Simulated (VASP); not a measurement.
# TaC: single point with LDA

Crystal: TaC.

```
CELL_PARAMETERS angstrom
0.00000 2.20686 2.20686
2.20686 0.00000 2.20686
2.20686 2.20686 0.00000
ATOMIC_POSITIONS crystal
Ta 0.00000 0.00000 0.00000
C 0.50000 0.50000 0.50000
```

```yaml
Program: VASP 6.6.1
Task: single point
Functional: LDA
Potentials_or_basis: VASP PAW LDA potentials, release 64 (Ta_pv, C)
Cutoff: 600 eV
k_mesh: 20 × 20 × 20
Occupations: gaussian, width 0.1 eV
Spin: no spin polarisation
```

The pressure is 1.8 GPa and the band gap on the k mesh is zero (an odd number of electrons rules out a gap without spin polarisation).

Levels at points of the mesh, in eV from the Fermi level:
```csv
k point,band 5,band 6,band 7,band 8,band 9,band 10,band 11,band 12
"(0.00, 0.00, 0.00)",-1.45,-1.45,-1.45,-0.48,-0.48,-0.48,0.63,0.63
"(0.50, 0.00, 0.00)",-8.91,-5.65,-5.65,2.76,2.76,3.80,5.59,10.25
"(0.50, 0.50, 0.00)",-4.75,-4.54,-1.73,-1.73,2.67,4.20,4.20,7.18
```

Run time: 2.4 min on 1 thread of Intel Xeon 8259CL, on a shared host, peak memory 0.23 GiB.

Caveat: spin-orbit coupling is left out, which moves the levels of the heavy elements.
